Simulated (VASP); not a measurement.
Runs of VASP 6.6.1 on TiCo. The structure is that of space group Pm-3m (No. 221), or close to it. The cells are those of the table. 

| cell | k mesh for the DOS | occupations for the DOS | gap on the mesh (eV) | pressure (GPa) | moment (μB) |
| --- | --- | --- | --- | --- | --- |
| a = 2.986 Å, 2 atoms | 24 × 24 × 24 | tetrahedron | - | - | 0.89 |
| a = 2.966 Å, 2 atoms | - | - | none | 3.0 | 0.88 |
| a = 3.006 Å, 2 atoms | - | - | none | (b) | 0.90 |
| a = 3.025 Å, 2 atoms | - | - | none | -6.4 | 0.90 |
| a = 2.946 Å, 2 atoms | - | - | none | (a) | 0.87 |

Alike in all rows: task single point; level PBE; potentials or basis VASP PAW PBE potentials, release 64 (Ti_sv, Co); spin collinear, ferromagnetic start; k mesh 16 × 16 × 16; cutoff (eV) 520; smearing gaussian 0.05 eV.

Problem. Fill in the values left out.

Solution. (a) 6.9; (b) -3.6.

Caveats: the cell stands under pressure (at least some runs); the cell stands under tension (at least some runs); tetrahedron occupations give inexact forces and stress in metals (at least some runs).

A gap of «none» marks levels without a gap at the run's occupations.
